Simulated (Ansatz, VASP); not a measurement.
# Sb: VASP beside Ansatz

```
CELL_PARAMETERS angstrom
2.12153 1.22487 3.69340
-2.12153 1.22487 3.69340
0.00000 -2.44974 3.69340
ATOMIC_POSITIONS crystal
Sb 0.23364 0.23364 0.23364
Sb 0.76636 0.76636 0.76636
```

Change from the starting cell: volume scaled by 0.96, PAW files.

Alike in both runs: task electric field gradients; functional LDA; k mesh 12 × 12 × 12; occupations fermi-dirac, width 0.03 eV; no spin polarisation.

|  | VASP | Ansatz |
| --- | --- | --- |
| version | VASP 6.6.1 | Ansatz 0.2.0 |
| potentials or method | VASP PAW LDA potentials, release 64 (Sb) | PAW with Ansatz's default frozen-core files, scalar-relativistic |
| plane-wave cutoff (eV) | 520 | 420 |
| valence electrons in the cell | 10 | 30 |

Ansatz gave:

- pressure (GPa): 1.7
- traceless stress, the component that is largest in VASP (GPa): -0.62
- rms of the force components (eV/Å): 0.163
- size of Vzz on the site where it differs most (V/Å²): 46.7

Problem. What did VASP give for the same quantities?

Solution. Pressure (GPa): 2.1; traceless stress, the component that is largest in VASP (GPa): -0.71; rms of the force components (eV/Å): 0.211; size of Vzz on the site where it differs most (V/Å²): 42.6.

LDA's correlation is that of Perdew and Zunger in VASP and of Perdew and Wang (1992) in Ansatz. Atom by atom the forces differ by 0.047 eV/Å (rms over components). VASP's potentials hold 10 valence electrons a cell and Ansatz's 30, so a difference there can come from the potentials and not from the codes.

Spin-orbit coupling is off throughout.
